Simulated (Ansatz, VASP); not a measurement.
# C: VASP beside Ansatz

```xyz
15
Lattice="0.0000 3.5538 -3.5538 -3.5538 0.0000 -3.5538 -3.5538 3.5538 0.0000" Properties=species:S:1:pos:R:3 pbc="T T T"
C    -3.5538    1.7769   -3.5538
C    -1.7769    3.5538   -3.5538
C    -1.7769    1.7769   -1.7769
C    -5.3307    5.3307   -5.3307
C    -5.3307    3.5538   -3.5538
C    -3.5538    5.3307   -3.5538
C    -3.5538    3.5538   -1.7769
C    -2.6653    4.4422   -4.4422
C    -2.6653    2.6653   -2.6653
C    -3.8233    3.8233   -6.4575
C    -4.4422    2.6653   -4.4422
C    -4.4422    6.2191   -4.4422
C    -4.4422    4.4422   -2.6653
C    -6.2191    6.2191   -6.2191
C    -6.2191    4.4422   -4.4422
```

Change from the starting cell: C vacancy; atom 10 moved 0.375 of the way to it and -0.700 Å across, host rigid.

Alike in both runs: task single point; functional PBEsol; k mesh 6 × 6 × 6; occupations gaussian, width 0.05 eV; no spin polarisation.

|  | VASP | Ansatz |
| --- | --- | --- |
| version | VASP 6.6.1 | Ansatz 0.2.0 |
| potentials or method | VASP PAW PBE potentials, release 64 (C), cutoff 520 eV | scalar-relativistic, plane waves, PAW |
| valence electrons in the cell | 60 | 60 |

```tsv
	VASP	Ansatz	Ansatz less VASP
gap on the k mesh at the Fermi level (eV)	none	none	-
pressure (GPa)	-3.1	-4.1	-1.04
traceless stress, the component that is largest in VASP (GPa)	17.89	17.93	+0.037
rms of the force components (eV/Å)	1.931	1.934	+0.0036
```

VASP's potentials were made for PBE, not for PBEsol, and Ansatz warns of the same on its side. Atom by atom the forces differ by 0.013 eV/Å (rms over components). A gap of «none» marks a metal or a gap that the smearing closes.
